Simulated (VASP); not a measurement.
# Te2Mo (P-3m1) in VASP: further runs

The runs below take Te2Mo through single point, with PBE.

Everything below comes from runs of VASP 6.6.1. Logs are shortened: lines on timing, memory, paths and dates and some standing lists are left out, and cuts for length are marked.

## 1. The cell of the first run

Symmetry: P-3m1, No. 164, trigonal system. Conventional cell: a = 3.557 Å, b = 3.557 Å, c = 15.055 Å, α = 90.00°, β = 90.00°, γ = 120.00°. Within 3.6 Å of Te (site symmetry 3m) lie 3 Mo at 2.74 Å and 6 Te at 3.56 Å. Within 3.6 Å of Te (site symmetry 3m) lie 3 Mo at 2.74 Å and 6 Te at 3.56 Å. Mo (site symmetry 3m) has 6 Te at 2.74 Å and 6 Mo at 3.56 Å within 3.6 Å.

## 2. Single point, PBE

File INCAR:

```
SYSTEM = Te2Mo
ALGO     = Normal         ! electronic algorithm
EDIFF    = 1E-7           ! SCF threshold, eV
ENCUT    = 520            ! plane-wave cutoff, eV
GGA      = PE             ! functional
ISIF     = 2              ! what is computed and relaxed
ISMEAR   = 0              ! smearing method
LASPH    = .True.         ! aspherical terms in the spheres
LCHARG   = .True.         ! write CHGCAR
LELF     = .True.         ! ELF
LREAL    = .False.        ! projectors in reciprocal space
LVHAR    = .True.       
LWAVE    = .False.        ! write WAVECAR
NBANDS   = 35             ! bands
NELM     = 60             ! most SCF steps
PREC     = Accurate       ! precision mode
SIGMA    = 0.05           ! smearing width, eV
```

File KPOINTS:

```
k-points
0
Gamma
  9 9 2
  0 0 0
```

File POSCAR:

```
Te2Mo
1.0
   -1.7785332447     -3.0805099428      0.0000000000
    1.7785332447     -3.0805099428      0.0000000000
    0.0000000000      0.0000000000     15.0547171722
Te Mo
4 2
Direct
    0.6666666667      0.6666666667      0.1324005216
    0.3333333333      0.3333333333      0.6373823489
    0.6666666667      0.6666666667      0.3725813056
    0.3333333333      0.3333333333      0.8775631328
    0.6666666667      0.6666666667      0.7574727409
    0.3333333333      0.3333333333      0.2524909136
```

Potentials or basis: VASP PAW PBE potentials, release 64 (Te, Mo_sv).

On the command line:

```bash
$ cat potpaw_PBE.64/Te/POTCAR potpaw_PBE.64/Mo_sv/POTCAR > POTCAR
$ mpirun -np 1 vasp_std > vasp.out
```

OUTCAR:

```text
SYSTEM = Te2Mo
   EDIFF = 1E-7
   ENCUT = 520
   GGA = PE
   ISIF = 2
   ISMEAR = 0
   LASPH = .True.
   LREAL = .False.
   NELM = 60
   PREC = Accurate

 ion  position               nearest neighbor table
   1  0.667  0.667  0.132-   6 2.74   6 2.74   6 2.74   3 3.62
   2  0.333  0.333  0.637-   5 2.74   5 2.74   5 2.74   4 3.62
   3  0.667  0.667  0.373-   6 2.74   6 2.74   6 2.74   1 3.62
   4  0.333  0.333  0.878-   5 2.74   5 2.74   5 2.74   2 3.62
   5  0.667  0.667  0.757-   4 2.74   4 2.74   4 2.74   2 2.74   2 2.74   2 2.74
   6  0.333  0.333  0.252-   1 2.74   3 2.74   1 2.74   3 2.74   1 2.74   3 2.74

  LATTYP: Found a hexagonal cell.
 ALAT       =     3.5570664894
 C/A-ratio  =     4.2323406709

  Lattice vectors:

 A1 = (  -1.7785332447,   3.0805099428,   0.0000000000)
 A2 = (  -1.7785332447,  -3.0805099428,   0.0000000000)
 A3 = (   0.0000000000,   0.0000000000,  15.0547171722)

Analysis of symmetry for initial positions (statically):
=====================================================================
 Subroutine PRICEL returns:
 Original cell was already a primitive cell.

 Routine SETGRP: Setting up the symmetry group for a
 hexagonal supercell.

 Subroutine GETGRP returns: Found 12 space group operations
 (whereof  6 operations were pure point group operations)
 out of a pool of 24 trial point group operations.

The static configuration has the point symmetry C_3v.
 The point group associated with its full space group is D_3d.

Analysis of symmetry for dynamics (positions and initial velocities):
=====================================================================
 Subroutine PRICEL returns:
 Original cell was already a primitive cell.

 Routine SETGRP: Setting up the symmetry group for a
 hexagonal supercell.

 Subroutine GETGRP returns: Found 12 space group operations
 (whereof  6 operations were pure point group operations)
 out of a pool of 24 trial point group operations.

The dynamic configuration has the point symmetry C_3v.
 The point group associated with its full space group is D_3d.

 Subroutine INISYM returns: Found 12 space group operations
 (whereof  6 operations are pure point group operations),
[... 99 lines left out ...]
   LSORBIT =      F    spin-orbit coupling
   LASPH  =      T    aspherical Exc in radial PAW
   ENCUT  =  520.0 eV  38.22 Ry    6.18 a.u.   6.61  6.61 27.99*2*pi/ulx,y,z
   NELM   =     60;   NELMIN=  2; NELMDL= -5     # of ELM steps
   EDIFF  = 0.1E-06   stopping-criterion for ELM
   LREAL  =      F    real-space projection
   EDIFFG = 0.1E-05   stopping-criterion for IOM
   NSW    =      0    number of steps for IOM
   IBRION =     -1    ionic relax: 0-MD 1-quasi-New 2-CG
   NFREE  =      0    steps in history (QN), initial steepest desc. (CG)
   ISIF   =      2    stress and relaxation
   ISYM   =      2    0-nonsym 1-usesym 2-fastsym
   POTIM  = 0.5000    time-step for ionic-motion
   TEBEG  =    0.0;   TEEND  =   0.0 temperature during run
   PSTRESS=    0.0 pullay stress
   NELECT =      52.0000    total number of electrons
   NUPDOWN=      -1.0000    fix difference up-down
   EMIN   =  10.00;   EMAX   =-10.00  energy-range for DOS
   EFERMI =   0.00;   METHOD = LEGACY
   ISMEAR =     0;   SIGMA  =   0.05  broadening in eV -4-tet -1-fermi 0-gaus
   EFERMI_NEDOS =   21; number of points for ismear=-14 and -15
   IALGO  =     38    algorithm
   IMIX   =      4    mixing-type and parameters
     AMIX     =   0.40;   BMIX     =  1.00
     AMIX_MAG =   1.60;   BMIX_MAG =  1.00
  volume/ion in A,a.u.               =      27.49       185.54
  Fermi-wavevector in a.u.,A,eV,Ry     =   1.114158  2.105454 16.889573  1.241349
  Thomas-Fermi vector in A             =   2.250750
   LORBIT       =      0    0 simple, 1 ext, 2 COOP (PROOUT), +10 PAW based schemes
   GGA     = PE    functional components
   LHFCALC =     F    Hartree Fock is set to
   AEXX    =    0.0000 exact exchange contribution
   IVDW    =     0    specifies the selected vdW correction
   LEPSILON=     F    determine dielectric tensor
   LRPA    =     F    only Hartree local field effects (RPA)
 non-spin polarized calculation
 Gauss-broadening in eV      SIGMA  =   0.05
  energy-cutoff  :      520.00
  volume of cell :      164.96
 maximum number of plane-waves:      4532
   NGX = 13   NGY = 13   NGZ = 55

 number of electron      51.9999999 magnetization

 Free energy of the ion-electron system (eV)
  ---------------------------------------------------
  ext. energy  EPLUGINS =         0.00000000
  ---------------------------------------------------
  free energy    TOTEN  =       -36.07391353 eV

  energy without entropy =      -36.07391353  energy(sigma->0) =      -36.07391353

 E-fermi :   7.2407     XC(G=0):  -9.8510

 val. band max:        6.8472333344   @ k =  -0.3333   0.3333   0.0000
 cond. band min:       7.8636881233   @ k =   0.4444   0.2222   0.0000
 fundamental gap:      1.0164547889
 Fermi energy:         7.2407219566

 k-point     1 :       0.0000    0.0000    0.0000
  band No.  band energies     occupation
      1     -53.8919      2.00000
      2     -53.8919      2.00000
      3     -28.0365      2.00000
      4     -28.0365      2.00000
      5     -27.9347      2.00000
      6     -27.9347      2.00000
[... 901 lines left out ...]
     34      10.5986      0.00000
     35      11.7969      0.00000

------------------------ aborting loop because EDIFF is reached ----------------------------------------

  FORCE on cell =-STRESS in cart. coord.  units (eV):
  Direction    XX          YY          ZZ          XY          YZ          ZX
  --------------------------------------------------------------------------------------
  -------------------------------------------------------------------------------------
  Total       -0.0024434     -0.0024434      0.1749571      0.0000000      0.0000000      0.0000000
  in kB       -0.0237314     -0.0237314      1.6992409      0.0000000      0.0000000      0.0000000
  external PRESSURE =       0.5505927 kB  Pullay stress =       0.0000000 kB

 VOLUME and BASIS-vectors are now :
 -----------------------------------------------------------------------------
  energy-cutoff  :      520.00
  volume of cell :      164.96
      direct lattice vectors                 reciprocal lattice vectors
    -1.778533245 -3.080509943  0.000000000    -0.281130534 -0.162310789  0.000000000
     1.778533245 -3.080509943  0.000000000     0.281130534 -0.162310789  0.000000000
     0.000000000  0.000000000 15.054717172     0.000000000  0.000000000  0.066424363

 POSITION                                       TOTAL-FORCE (eV/Angst)
 -----------------------------------------------------------------------------------
      0.00000     -4.10735      1.99325         0.000000     -0.000000     -0.005383
      0.00000     -2.05367      9.59561         0.000000      0.000000     -0.010644
      0.00000     -4.10735      5.60911         0.000000     -0.000000      0.010644
      0.00000     -2.05367     13.21146         0.000000      0.000000      0.005383
      0.00000     -4.10735     11.40354         0.000000     -0.000000     -0.005591
      0.00000     -2.05367      3.80118        -0.000000     -0.000000      0.005591
 -----------------------------------------------------------------------------------
    total drift:                                0.000000      0.000000     -0.000055

  FREE ENERGIE OF THE ION-ELECTRON SYSTEM (eV)
  ---------------------------------------------------
  free  energy   TOTEN  =       -36.0739135269 eV

  energy  without entropy=      -36.0739135269  energy(sigma->0) =      -36.07391353
```

It took 98 s on 1 thread of Intel Xeon 6975P-C (Granite Rapids), shared host; peak memory 0.34 GiB.

What came out:

* Free energy: -36.0739 eV
* Pressure: 0.1 GPa
* Largest force: 0.011 eV/Å
* Band gap on the k mesh: 1.02 eV, indirect (least direct gap 1.02 eV)

Forces in eV/Å, atoms in the order of the input:
```
Te   0.000  0.000 -0.005
Te   0.000  0.000 -0.011
Te   0.000  0.000  0.011
Te   0.000  0.000  0.005
Mo   0.000  0.000 -0.006
Mo   0.000  0.000  0.006
```

Caveat: spin-orbit coupling is left out, which moves the levels of the heavy elements; this functional lacks dispersion, which binds the layers, so the pressure and a relaxed spacing across them are unreliable. A k mesh can miss the band edges.

## 3. Single point, PBE

This run uses another cell than the first one, of 28.22 Å³/atom, 1.027 times its volume.

File INCAR:

```
SYSTEM = Te2Mo
ALGO = Normal ; EDIFF = 1E-7
ENCUT = 520 ; GGA = PE
ISIF = 2 ; ISMEAR = 0
LASPH = .TRUE. ; LCHARG = .TRUE.
LELF = .TRUE. ; LREAL = .FALSE.
LVHAR = .TRUE. ; LWAVE = .FALSE.
NBANDS = 35 ; NELM = 100
PREC = Accurate ; SIGMA = 0.05
```

File KPOINTS:

```
k-points
0
G
  9 9 2
  0 0 0
```

File POSCAR:

```
Te2Mo
1.0
   -1.7785332447     -3.0805099428      0.0000000000
    1.7785332447     -3.0805099428      0.0000000000
    0.0000000000      0.0000000000     15.4547171722
Te Mo
4 2
Direct
    0.6666666667      0.6666666667      0.1289737227
    0.3333333333      0.3333333333      0.6208855773
    0.6666666667      0.6666666667      0.3629381319
    0.3333333333      0.3333333333      0.8548499865
    0.6666666667      0.6666666667      0.7378677819
    0.3333333333      0.3333333333      0.2459559273
```

Potentials or basis: VASP PAW PBE potentials, release 64 (Te, Mo_sv).

On the command line:

```bash
$ cat potpaw_PBE.64/Te/POTCAR potpaw_PBE.64/Mo_sv/POTCAR > POTCAR
$ mpirun -np 1 vasp_std > vasp.out
```

It took 1.9 min on 1 thread of Intel Xeon 6975P-C (Granite Rapids), shared host; peak memory 0.35 GiB.

The run converged. Its results:

| Property | Result |
| --- | --- |
| Free energy | -36.0748 eV |
| Pressure | 0.0 GPa |
| Largest force | 0.014 eV/Å |
| Band gap on the k mesh | 1.03 eV, direct |

Forces in eV/Å, atoms in the order of the input:
```
Te   0.000  0.000 -0.014
Te   0.000  0.000 -0.012
Te   0.000  0.000  0.012
Te   0.000  0.000  0.014
Mo   0.000  0.000  0.006
Mo   0.000  0.000 -0.006
```

Stress tensor (GPa, compression positive):
```
-0.04  0.00  0.00
 0.00 -0.04  0.00
 0.00  0.00  0.06
```

Levels at points of the mesh, in eV from the valence-band top:
```
           k point  band 24  band 25  band 26  band 27  band 28  band 29
(0.00, 0.00, 0.00)    -0.91    -0.74    -0.14     2.98     2.98     3.02
(0.00, 0.00, 0.50)    -0.91    -0.33    -0.25     2.99     2.99     3.00
```

Caveat: spin-orbit coupling is left out, which moves the levels of the heavy elements; this functional lacks dispersion, which binds the layers, so the pressure and a relaxed spacing across them are unreliable.
